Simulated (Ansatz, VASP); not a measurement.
One calculation of Al3Ir2, two programs

```
Al Ir
1.0
     0.00000    4.02884    5.72674
     2.20199    0.00000    5.72674
     2.20199    4.02884    0.00000
Al Ir
3 2
Direct
  0.31801 0.31801 0.68199
  0.68199 0.68199 0.31801
  0.00000 0.00000 0.00000
  0.32912 0.67088 0.32912
  0.67088 0.32912 0.67088
```

Alike in both runs: functional PBE; k mesh 6 × 6 × 6; occupations gaussian, width 0.1 eV; no spin polarisation.

Ansatz relaxed the structure, and its values are those at the end. VASP's run is a single point on that final structure, the one shown.

```csv
,VASP,Ansatz
version,VASP 6.6.1,Ansatz 0.2.0
potentials or method,"VASP PAW PBE potentials, release 64 (Al, Ir), cutoff 520 eV","scalar-relativistic, plane waves, PAW"
valence electrons in the cell,27,43
```

```tsv
	VASP	Ansatz	Ansatz less VASP
gap on the k mesh at the Fermi level (eV)	none	none	-
pressure (GPa)	0.1	0.0	-0.07
rms of the force components (eV/Å)	0.010	0.007	-0.0024
```

A gap of «none» marks a metal or a gap that the smearing closes. The functional is the same, so the differences come from potentials, cutoffs and numerics. VASP's potentials hold 27 valence electrons a cell and Ansatz's 43, so a difference there can come from the potentials and not from the codes.

Neither program's run includes spin-orbit coupling.
